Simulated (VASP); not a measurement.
Runs of VASP 6.6.1 on Pd. The structure is that of space group I4/mmm (No. 139), or close to it. The cells are those of the table. 

```csv
cell,gap on the mesh (eV),pressure (GPa)
"a = 2.787, b = 2.787, c = 2.888 Å, angles 58.8, 58.8, 62.4°, 1 atom",none,-4.3
"a = 2.751, b = 2.751, c = 2.819 Å, angles 59.2, 59.2, 61.6°, 1 atom",none,3.5
"a = 2.820, b = 2.820, c = 2.888 Å, angles 59.2, 59.2, 61.6°, 1 atom",none,-7.7
"a = 2.683, b = 2.683, c = 2.751 Å, angles 59.2, 59.2, 61.7°, 1 atom",none,(a)
"a = 2.754, b = 2.754, c = 2.613 Å, angles 61.7, 61.7, 56.6°, 1 atom",none,21.7
"a = 2.718, b = 2.718, c = 2.819 Å, angles 58.8, 58.8, 62.5°, 1 atom",none,(b)
"a = 2.754, b = 2.754, c = 2.888 Å, angles 58.4, 58.4, 63.2°, 1 atom",none,-0.2
```

Alike in all rows: task single point; level PBE; potentials or basis VASP PAW PBE potentials, release 64 (Pd); no spin polarisation; k mesh 8 × 8 × 8; cutoff (eV) 520; smearing gaussian 0.15 eV.

Estimate the missing entries.

(a) 20.5; (b) 8.8.

A k mesh can miss the band edges, and the runs leave out spin-orbit coupling on Pd.

A gap of «none» marks levels without a gap at the run's occupations.
